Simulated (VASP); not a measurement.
## Ge7Cl: single point with PBE

Ge7Cl:

```xyz
8
Lattice="5.9887 0.0000 0.0000 0.0000 5.9887 0.0000 0.0000 0.0000 5.9887" Properties=species:S:1:pos:R:3 pbc="T T T"
Ge    1.6722    1.6722    1.6722
Ge    0.0000    2.9943    2.9943
Ge    2.9943    2.9943    0.0000
Ge    2.9943    0.0000    2.9943
Ge    4.3165    1.6722    4.3165
Ge    4.3165    4.3165    1.6722
Ge    1.6722    4.3165    4.3165
Cl    0.0000    0.0000    0.0000
```

The cell was built from a structure type or drawn by symmetry, and may not be a known phase.

```
Program                : VASP 6.6.1
Task                   : single point
Functional             : PBE
Potentials or basis    : VASP PAW PBE potentials, release 64 (Ge_d, Cl)
Cutoff                 : 520 eV
k mesh                 : 6 × 6 × 6
Occupations            : gaussian, width 0.1 eV
Spin                   : no spin polarisation
Dipole correction      : no
Further INCAR settings : ALGO = Normal; EDIFF = 1e-06; NBANDS = 62
```

```json
{"Pressure": "0.0 GPa", "Largest force": "0.012 eV/Å", "Band gap on the k mesh": "zero (an odd number of electrons rules out a gap without spin polarisation)"}
```

Forces on the atoms (eV/Å):
```
Ge  -0.007 -0.007 -0.007
Ge   0.000  0.000  0.000
Ge   0.000  0.000  0.000
Ge   0.000  0.000  0.000
Ge   0.007 -0.007  0.007
Ge   0.007  0.007 -0.007
Ge  -0.007  0.007  0.007
Cl   0.000  0.000  0.000
```

Levels at points of the mesh, in eV from the Fermi level:
```
           k point  band 50  band 51  band 52  band 53  band 54  band 55  band 56  band 57
(0.00, 0.00, 0.00)    -2.10    -2.10    -2.10    -1.76     0.61     0.61     0.61     1.39
(0.50, 0.00, 0.00)    -2.43    -2.43    -1.06     0.02     0.75     1.25     1.52     1.52
(0.50, 0.50, 0.00)    -2.61    -1.59    -0.99     0.42     0.73     0.73     1.60     1.60
(0.50, 0.50, 0.50)    -1.60    -1.60    -1.60    -0.57    -0.57    -0.57     1.41     1.41
```

Run time: 3 min on 1 thread of Intel(R) Xeon(R) 6975P-C (Granite Rapids), with other jobs on the host, peak memory 0.42 GiB.

Caveat: an odd number of electrons without spin polarisation forces a metal; a magnetic or distorted state may lie lower.
